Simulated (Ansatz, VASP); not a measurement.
One calculation of BN, two programs

The input POSCAR:

```
BN
1.0
    2.5039917043      0.0000000000      0.0000000000
   -1.2519958522      2.1685204268      0.0000000000
    0.0000000000      0.0000000000      6.6612000000
B N
2 2
Direct
    0.3867850314      0.7057960254      0.2500000000
    0.6132149686      0.2942039746      0.7500000000
    0.2799588957      0.6275938665      0.7500000000
    0.7200411043      0.3724061335      0.2500000000
```

INCAR.step1

```
SYSTEM = BN
  PREC = Accurate
  ENCUT = 520
  ISMEAR = 0
  SIGMA = 0.05
  LREAL = .False.
  LASPH = .True.
  NELM = 80
  NBANDS = 16
  GGA = PE
  ALGO = Normal
  EDIFF = 1E-4
  LWAVE = .True.
  LCHARG = .False.
```

File INCAR.step2:

```
SYSTEM = BN
  PREC = Accurate
  ENCUT = 520
  EDIFF = 1E-6
  ISMEAR = 0
  SIGMA = 0.05
  LREAL = .False.
  LASPH = .True.
  NELM = 80
  ALGO = Normal
  ISIF = 2
  LWAVE = .False.
  LCHARG = .False.
  METAGGA = R2SCAN
  LMIXTAU = .True.
  NBANDS = 16
  ISTART = 1
```

Contents of KPOINTS:

```
regular mesh
0
Gamma
  12 12 4
  0 0 0
```

Input for Ansatz:

```yaml
crystal:
  lattice:
    - [2.5039917043, 0.0, 0.0]
    - [-1.2519958522, 2.1685204268, 0.0]
    - [0.0, 0.0, 6.6612]
  atoms:
    - { symbol: B, position: [0.3867850314, 0.7057960254, 0.25] }
    - { symbol: B, position: [0.6132149686, 0.2942039746, 0.75] }
    - { symbol: "N", position: [0.2799588957, 0.6275938665, 0.75] }
    - { symbol: "N", position: [0.7200411043, 0.3724061335, 0.25] }
basis:
  ecutwfc: 500
kpoints:
  mp_grid: { grid: [12, 12, 4] }
hamiltonian:
  xc: r2scan
scf:
  occupations: { method: gaussian, width: 0.05 }
output:
  forces: true
  stress: true
  eigenvalues: true
```

Change from the starting cell: mode 4 (47.7 1/cm) frozen in, largest displacement +0.120 Å.

Alike in both runs: task single point; functional r2SCAN; k mesh 12 × 12 × 4; occupations gaussian, width 0.05 eV; no spin polarisation.

|  | VASP | Ansatz |
| --- | --- | --- |
| version | VASP 6.6.1 | Ansatz 0.2.0 |
| potentials or method | VASP PAW PBE potentials, release 64 (B, N), cutoff 520 eV | scalar-relativistic, plane waves, PAW |
| valence electrons in the cell | 16 | 16 |

VASP gave:

| Property | Result |
| --- | --- |
| gap on the k mesh at the Fermi level (eV) | 4.50 |
| least direct gap on the mesh (eV) | 4.91 |
| pressure (GPa) | -0.2 |
| traceless stress, the component that is largest in VASP (GPa) | 0.92 |
| rms of the force components (eV/Å) | 0.009 |

Task: Estimate Ansatz's values.

Result: gap on the k mesh at the Fermi level (eV): 4.47; least direct gap on the mesh (eV): 4.88; pressure (GPa): -0.6; traceless stress, the component that is largest in VASP (GPa): 1.59; rms of the force components (eV/Å): 0.009.

VASP's potentials were made for PBE, not for r2SCAN. Atom by atom the forces differ by 0.000 eV/Å (rms over components). The functional is the same, so the differences come from potentials, cutoffs and numerics.
